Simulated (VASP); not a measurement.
# SiO2 (Pnnm) in VASP: single point with LDA

Aim: the single point of SiO2 with LDA.

Everything below comes from runs of VASP 6.6.1. Logs are shortened: lines on timing, memory, paths and dates and some standing lists are left out, and cuts for length are marked.

### Step 1. The cell of the first run

It takes space group Pnnm (No. 58, orthorhombic). Conventional cell: a = 4.925 Å, b = 8.737 Å, c = 8.575 Å, α = 90.00°, β = 90.00°, γ = 90.00°. Si (site symmetry 1) has 4 O at 1.60 to 1.61 Å within 2.1 Å. Within 2.1 Å of O (site symmetry m) lie 2 Si at 1.60 Å. O (site symmetry 2) has 2 Si at 1.61 Å within 2.1 Å. Within 2.1 Å of O (site symmetry 1) lie 2 Si at 1.61 Å.

### Step 2. Single point, LDA

File INCAR:

```
ALGO = Normal
EDIFF = 1E-7
ENCUT = 520
ISIF = 2
ISMEAR = 0
LASPH = True
LCHARG = False
LREAL = Auto
LWAVE = False
NBANDS = 82
NELM = 100
PREC = Accurate
SIGMA = 0.02
```

File KPOINTS:

```
k-points
0
Gamma
  6 4 4
```

File POSCAR:

```
SiO2
1.0
    4.9250331706      0.0000000000      0.0000000000
    0.0000000000      8.7368390117      0.0000000000
    0.0000000000      0.0000000000      8.5751231425
Si O
8 16
Direct
    0.9324151960      0.1718324129      0.1834776664
    0.0675848040      0.8281675871      0.1834776664
    0.4324151960      0.3281675871      0.3165223336
    0.9324151960      0.1718324129      0.8165223336
    0.0675848040      0.8281675871      0.8165223336
    0.4324151960      0.3281675871      0.6834776664
    0.5675848040      0.6718324129      0.3165223336
    0.5675848040      0.6718324129      0.6834776664
    0.0126557350      0.8104269769      0.0000000000
    0.5000000000      0.5000000000      0.2621774317
    0.5126557350      0.6895730231      0.5000000000
    0.9873442650      0.1895730231      0.0000000000
    0.1199093766      0.2905935517      0.7218979543
    0.8800906234      0.7094064483      0.7218979543
    0.0000000000      0.0000000000      0.7621774317
    0.6199093766      0.2094064483      0.2218979543
    0.3800906234      0.7905935517      0.2218979543
    0.5000000000      0.5000000000      0.7378225683
    0.3800906234      0.7905935517      0.7781020457
    0.1199093766      0.2905935517      0.2781020457
    0.6199093766      0.2094064483      0.7781020457
    0.4873442650      0.3104269769      0.5000000000
    0.0000000000      0.0000000000      0.2378225683
    0.8800906234      0.7094064483      0.2781020457
```

Potentials or basis: VASP PAW LDA potentials, release 64 (Si, O).

On the command line:

```
cat potpaw_LDA.64/Si/POTCAR potpaw_LDA.64/O/POTCAR > POTCAR
mpirun -np 1 vasp_std > vasp.out
```

OUTCAR:

```text
EDIFF = 1E-7
   ENCUT = 520
   ISIF = 2
   ISMEAR = 0
   LASPH = True
   LREAL = Auto
   NELM = 100
   PREC = Accurate

 ion  position               nearest neighbor table
   1  0.932  0.172  0.183-  12 1.60  23 1.61  16 1.61  20 1.61   3 3.04   3 3.04   2 3.08   4 3.15

   2  0.068  0.828  0.183-   9 1.60  23 1.61  17 1.61  24 1.61   7 3.04   7 3.04   1 3.08   5 3.15

   3  0.432  0.328  0.317-  22 1.60  10 1.61  20 1.61  16 1.61   1 3.04   1 3.04   7 3.08   6 3.15

   4  0.932  0.172  0.817-  12 1.60  15 1.61  21 1.61  13 1.61   6 3.04   6 3.04   5 3.08   1 3.15

   5  0.068  0.828  0.817-   9 1.60  15 1.61  19 1.61  14 1.61   8 3.04   8 3.04   4 3.08   2 3.15

   6  0.432  0.328  0.683-  22 1.60  18 1.61  13 1.61  21 1.61   4 3.04   4 3.04   8 3.08   3 3.15

   7  0.568  0.672  0.317-  11 1.60  10 1.61  24 1.61  17 1.61   2 3.04   2 3.04   3 3.08   8 3.15

   8  0.568  0.672  0.683-  11 1.60  18 1.61  14 1.61  19 1.61   5 3.04   5 3.04   6 3.08   7 3.15

   9  0.013  0.810  0.000-   2 1.60   5 1.60
  10  0.500  0.500  0.262-   3 1.61   7 1.61
  11  0.513  0.690  0.500-   7 1.60   8 1.60
  12  0.987  0.190  0.000-   1 1.60   4 1.60
  13  0.120  0.291  0.722-   6 1.61   4 1.61
  14  0.880  0.709  0.722-   8 1.61   5 1.61
[... 8 lines left out ...]
  23  0.000  0.000  0.238-   1 1.61   2 1.61
  24  0.880  0.709  0.278-   7 1.61   2 1.61

  LATTYP: Found a simple orthorhombic cell.
 ALAT       =     4.9250331706
 B/A-ratio  =     1.7411300281
 C/A-ratio  =     1.7739655164

  Lattice vectors:

 A1 = (  -4.9250331706,   0.0000000000,   0.0000000000)
 A2 = (   0.0000000000,   0.0000000000,   8.5751231425)
 A3 = (   0.0000000000,   8.7368390117,   0.0000000000)

Analysis of symmetry for initial positions (statically):
=====================================================================
 Subroutine PRICEL returns:
 Original cell was already a primitive cell.

 Routine SETGRP: Setting up the symmetry group for a
 simple orthorhombic supercell.

 Subroutine GETGRP returns: Found  8 space group operations
 (whereof  4 operations were pure point group operations)
 out of a pool of  8 trial point group operations.

The static configuration has the point symmetry C_2h.
 The point group associated with its full space group is D_2h.

Analysis of symmetry for dynamics (positions and initial velocities):
=====================================================================
 Subroutine PRICEL returns:
 Original cell was already a primitive cell.

 Routine SETGRP: Setting up the symmetry group for a
 simple orthorhombic supercell.

 Subroutine GETGRP returns: Found  8 space group operations
 (whereof  4 operations were pure point group operations)
 out of a pool of  8 trial point group operations.

The dynamic configuration has the point symmetry C_2h.
 The point group associated with its full space group is D_2h.

 Subroutine INISYM returns: Found  8 space group operations
 (whereof  4 operations are pure point group operations),
 and found     1 'primitive' translations

----------------------------------------------------------------------------------------

                                     Primitive cell

  volume of cell :     368.9809

  direct lattice vectors                    reciprocal lattice vectors
     4.925033171  0.000000000  0.000000000     0.203044318  0.000000000  0.000000000
     0.000000000  8.736839012  0.000000000     0.000000000  0.114457872  0.000000000
     0.000000000  0.000000000  8.575123143     0.000000000  0.000000000  0.116616401

  length of vectors
     4.925033171  8.736839012  8.575123143     0.203044318  0.114457872  0.116616401

  position of ions in fractional coordinates (direct lattice)
     0.932415196  0.171832413  0.183477666
     0.067584804  0.828167587  0.183477666
     0.432415196  0.328167587  0.316522334
     0.932415196  0.171832413  0.816522334
     0.067584804  0.828167587  0.816522334
     0.432415196  0.328167587  0.683477666
[... 16 lines left out ...]
     0.000000000  0.000000000  0.237822568
     0.880090623  0.709406448  0.278102046

  ion indices of the primitive-cell ions
   primitive index   ion index
                 1           1
                 2           2
                 3           3
                 4           4
                 5           5
                 6           6
[... 16 lines left out ...]
                23          23
                24          24

----------------------------------------------------------------------------------------

 KPOINTS: k-points

Automatic generation of k-mesh.
 Grid dimensions read from file:
 generate k-points for:    6    4    4

 Generating k-lattice:

  Cartesian coordinates                     Fractional coordinates (reciprocal lattice)
     0.033840720  0.000000000  0.000000000     0.166666667  0.000000000  0.000000000
     0.000000000  0.028614468  0.000000000     0.000000000  0.250000000  0.000000000
     0.000000000  0.000000000  0.029154100     0.000000000  0.000000000  0.250000000

  Length of vectors
     0.033840720  0.028614468  0.029154100

  Shift w.r.t. Gamma in fractional coordinates (k-lattice)
     0.000000000  0.000000000  0.000000000

 Subroutine IBZKPT returns following result:
 ===========================================

 Found     36 irreducible k-points:

 Following reciprocal coordinates:
            Coordinates               Weight
  0.000000  0.000000  0.000000      1.000000
  0.166667  0.000000  0.000000      2.000000
  0.333333  0.000000  0.000000      2.000000
  0.500000  0.000000  0.000000      1.000000
  0.000000  0.250000  0.000000      2.000000
  0.166667  0.250000  0.000000      4.000000
[... 16 lines left out ...]
  0.333333  0.500000  0.250000      4.000000
  0.500000  0.500000  0.250000      2.000000
 [... further k-points ...]
   k-points           NKPTS =     36   k-points in BZ     NKDIM =     36   number of bands    NBANDS=     82
   number of dos      NEDOS =    301   number of ions     NIONS =     24
   total plane-waves  NPLWV = 179200
   dimension x,y,z NGX =    40 NGY =   70 NGZ =   64
   dimension x,y,z NGXF=    80 NGYF=  140 NGZF=  128
   ions per type =               8  16
   NGX,Y,Z   is equivalent  to a cutoff of  13.50, 13.32, 12.41 a.u.
   NGXF,Y,Z  is equivalent  to a cutoff of  27.00, 26.64, 24.82 a.u.
 SYSTEM =  unknown system
   PREC   = accura    normal or accurate (medium, high low for compatibility)
   ISTART =      0    job   : 0-new  1-cont  2-samecut
   ICHARG =      2    charge: 1-file 2-atom 10-const
   ISPIN  =      1    spin polarized calculation?
   LNONCOLLINEAR =      F non collinear calculations
   LSORBIT =      F    spin-orbit coupling
   LASPH  =      T    aspherical Exc in radial PAW
   ENCUT  =  520.0 eV  38.22 Ry    6.18 a.u.   9.16 16.24 15.94*2*pi/ulx,y,z
   NELM   =    100;   NELMIN=  2; NELMDL= -5     # of ELM steps
   EDIFF  = 0.1E-06   stopping-criterion for ELM
   LREAL  =      T    real-space projection
   EDIFFG = 0.1E-05   stopping-criterion for IOM
   NSW    =      0    number of steps for IOM
   IBRION =     -1    ionic relax: 0-MD 1-quasi-New 2-CG
   NFREE  =      0    steps in history (QN), initial steepest desc. (CG)
   ISIF   =      2    stress and relaxation
   ISYM   =      2    0-nonsym 1-usesym 2-fastsym
   POTIM  = 0.5000    time-step for ionic-motion
   TEBEG  =    0.0;   TEEND  =   0.0 temperature during run
   PSTRESS=    0.0 pullay stress
   NELECT =     128.0000    total number of electrons
   NUPDOWN=      -1.0000    fix difference up-down
   EMIN   =  10.00;   EMAX   =-10.00  energy-range for DOS
   EFERMI =   0.00;   METHOD = LEGACY
   ISMEAR =     0;   SIGMA  =   0.02  broadening in eV -4-tet -1-fermi 0-gaus
   EFERMI_NEDOS =   21; number of points for ismear=-14 and -15
   IALGO  =     38    algorithm
   IMIX   =      4    mixing-type and parameters
     AMIX     =   0.40;   BMIX     =  1.00
     AMIX_MAG =   1.60;   BMIX_MAG =  1.00
  volume/ion in A,a.u.               =      15.37       103.75
  Fermi-wavevector in a.u.,A,eV,Ry     =   1.150298  2.173747 18.003018  1.323184
  Thomas-Fermi vector in A             =   2.286962
   LORBIT       =      0    0 simple, 1 ext, 2 COOP (PROOUT), +10 PAW based schemes
   GGA     = CA    functional components
   LHFCALC =     F    Hartree Fock is set to
   AEXX    =    0.0000 exact exchange contribution
   IVDW    =     0    specifies the selected vdW correction
   LEPSILON=     F    determine dielectric tensor
   LRPA    =     F    only Hartree local field effects (RPA)
 non-spin polarized calculation
 Gauss-broadening in eV      SIGMA  =   0.02
  energy-cutoff  :      520.00
  volume of cell :      368.98
 maximum number of plane-waves:      9988
 NGX is ok and might be reduce to    40
   NGX = 19   NGY = 33   NGZ = 31

 number of electron     128.0000034 magnetization

 Free energy of the ion-electron system (eV)
  ---------------------------------------------------
  ext. energy  EPLUGINS =         0.00000000
  ---------------------------------------------------
  free energy    TOTEN  =      -207.43601061 eV

  energy without entropy =     -207.43601061  energy(sigma->0) =     -207.43601061

 E-fermi :  -0.5440     XC(G=0):  -8.5183

 val. band max:       -0.6833919589   @ k =   0.3333   0.0000   0.0000
 cond. band min:       4.8741876267   @ k =   0.0000   0.0000   0.0000
 fundamental gap:      5.5575795856
 Fermi energy:        -0.5440005967

 k-point     1 :       0.0000    0.0000    0.0000
  band No.  band energies     occupation
      1     -19.9210      2.00000
      2     -19.4708      2.00000
      3     -19.4645      2.00000
      4     -19.0122      2.00000
      5     -19.0035      2.00000
      6     -18.3938      2.00000
[... 68 lines left out ...]
     75       8.7646      0.00000
     76       9.0548      0.00000

 k-point     2 :       0.1667    0.0000    0.0000
  band No.  band energies     occupation
      1     -19.8607      2.00000
      2     -19.4034      2.00000
      3     -19.3980      2.00000
      4     -19.0674      2.00000
      5     -18.9305      2.00000
      6     -18.4611      2.00000
[... 1730 lines left out ...]
 k-point    24 :       0.5000    0.5000    0.2500
  band No.  band energies     occupation
      1     -19.4559      2.00000
      2     -19.4559      2.00000
      3     -18.9451      2.00000
      4     -18.9451      2.00000
      5     -18.9409      2.00000
      6     -18.9409      2.00000
[... 68 lines left out ...]
     75       9.0077      0.00000
     76       9.0077      0.00000

 [... further k-points ...]

 [bands above 76 left out]

------------------------ aborting loop because EDIFF is reached ----------------------------------------

  FORCE on cell =-STRESS in cart. coord.  units (eV):
  Direction    XX          YY          ZZ          XY          YZ          ZX
  --------------------------------------------------------------------------------------
  -------------------------------------------------------------------------------------
  Total        1.2844578      1.2495928      1.1312050      0.0000000      0.0000000      0.0000000
  in kB        5.5773329      5.4259429      4.9118835      0.0000000      0.0000000      0.0000000
  external PRESSURE =       5.3050531 kB  Pullay stress =       0.0000000 kB

 VOLUME and BASIS-vectors are now :
 -----------------------------------------------------------------------------
  energy-cutoff  :      520.00
  volume of cell :      368.98
      direct lattice vectors                 reciprocal lattice vectors
     4.925033171  0.000000000  0.000000000     0.203044318  0.000000000  0.000000000
     0.000000000  8.736839012  0.000000000     0.000000000  0.114457872  0.000000000
     0.000000000  0.000000000  8.575123143     0.000000000  0.000000000  0.116616401

 POSITION                                       TOTAL-FORCE (eV/Angst)
 -----------------------------------------------------------------------------------
      4.59218      1.50127      1.57334        -0.011034      0.004425      0.009663
      0.33286      7.23557      1.57334         0.011034     -0.004425      0.009663
      2.12966      2.86715      2.71422        -0.011034     -0.004425     -0.009663
      4.59218      1.50127      7.00178        -0.011034      0.004425     -0.009663
      0.33286      7.23557      7.00178         0.011034     -0.004425     -0.009663
      2.12966      2.86715      5.86091        -0.011034     -0.004425      0.009663
[... 16 lines left out ...]
      0.00000      0.00000      2.03936         0.000000     -0.000000      0.017957
      4.33448      6.19797      2.38476         0.019260     -0.018171      0.012851
 -----------------------------------------------------------------------------------
    total drift:                                0.000000     -0.000000      0.000000

  FREE ENERGIE OF THE ION-ELECTRON SYSTEM (eV)
  ---------------------------------------------------
  free  energy   TOTEN  =      -207.4360106108 eV

  energy  without entropy=     -207.4360106108  energy(sigma->0) =     -207.43601061
```

Run time: 15 min. Hardware: 1 thread of AMD EPYC 9R45 (Zen 5), shared host; peak memory 0.72 GiB.

What came out:

* Free energy: -207.4360 eV
* Pressure: 0.5 GPa
* Largest force: 0.029 eV/Å
* Band gap on the k mesh: 5.56 eV (least direct gap 5.61 eV)

Forces on the atoms (eV/Å):
```
Si  -0.011  0.004  0.010
Si   0.011 -0.004  0.010
Si  -0.011 -0.004 -0.010
Si  -0.011  0.004 -0.010
Si   0.011 -0.004 -0.010
Si  -0.011 -0.004  0.010
Si   0.011  0.004 -0.010
Si   0.011  0.004  0.010
O   -0.012  0.001  0.000
O    0.000  0.000 -0.018
O   -0.012 -0.001  0.000
O    0.012 -0.001  0.000
O   -0.019  0.018 -0.013
O    0.019 -0.018 -0.013
O    0.000  0.000 -0.018
O   -0.019 -0.018 -0.013
O    0.019  0.018 -0.013
O    0.000  0.000  0.018
O    0.019  0.018  0.013
O   -0.019  0.018  0.013
O   -0.019 -0.018  0.013
O    0.012  0.001  0.000
O    0.000  0.000  0.018
O    0.019 -0.018  0.013
```
